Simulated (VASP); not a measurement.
Set up this calculation in VASP 6.6.1, as the native input.

```yaml
Task: relaxation of cell and atoms
Functional: PBEsol
Potentials_or_basis: VASP PAW PBE potentials, release 64 (F)
Cutoff: 600 eV
k_mesh: 8 × 8 × 4
Occupations: gaussian, width 0.02 eV
Spin: no spin polarisation
Dipole_correction: no
Further_INCAR_settings: ALGO = Normal; EDIFF = 1e-06; IBRION = 2; EDIFFG = -0.005; NSW = 100; ISIF = 3
```

The structure of F lies in POSCAR:

```
F
1.0
    3.0099985031     -1.7886620590      0.1836766108
    3.0099985031      1.7886620590      0.1836766108
   -1.1950650095      0.0000000000      6.6816981480
F
4
Direct
    0.9211024913      0.5858463638      0.0939992909
    0.4141536362      0.0788975087      0.4060007091
    0.0788975087      0.4141536362      0.9060007091
    0.5858463638      0.9211024913      0.5939992909
```

These files were run (other wordings do the same):

INCAR

```
SYSTEM = F
  PREC = Accurate
  ENCUT = 600
  EDIFF = 1E-6
  ISMEAR = 0
  SIGMA = 0.02
  LREAL = .FALSE.
  LASPH = .TRUE.
  NELM = 60
  ALGO = Normal
  ISIF = 3
  LWAVE = .FALSE.
  LCHARG = .FALSE.
  GGA = PS
  IBRION = 2
  NSW = 100
  EDIFFG = -0.005
```

KPOINTS

```
Automatic mesh
0
G
  8 8 4
  0 0 0
```

Potentials or basis: VASP PAW PBE potentials, release 64 (F).

Run with:

```console
$ cat potpaw_PBE.64/F/POTCAR > POTCAR
$ mpirun -np 1 vasp_std > vasp.out
```

It gave:

```json
{"Relaxed volume": "14.92 Å³/atom", "Relaxed cell": "a = 3.233 Å, b = 3.233 Å, c = 6.485 Å, α = 94.45°, β = 94.45°, γ = 62.18°", "Space group after relaxing (to 0.05 Å)": "C2/c (No. 15)", "Energy gained by relaxing": "7.4 meV/atom", "Ionic steps": "39", "Pressure after relaxing": "0.0 GPa", "Largest force after relaxing": "0.005 eV/Å", "Band gap on the k mesh": "2.78 eV, direct"}
```

Caveat: the volume moved by over 15 % at a fixed basis, so the end points are rough; the PAW data sets were made with another functional, which shifts forces and pressure a little; the volume moved by -18 % from the deposited cell, more than functionals usually miss.

It took 33 min on 1 thread of Oxide Virtual Turin-like Processor, on a shared host, peak memory 0.21 GiB.
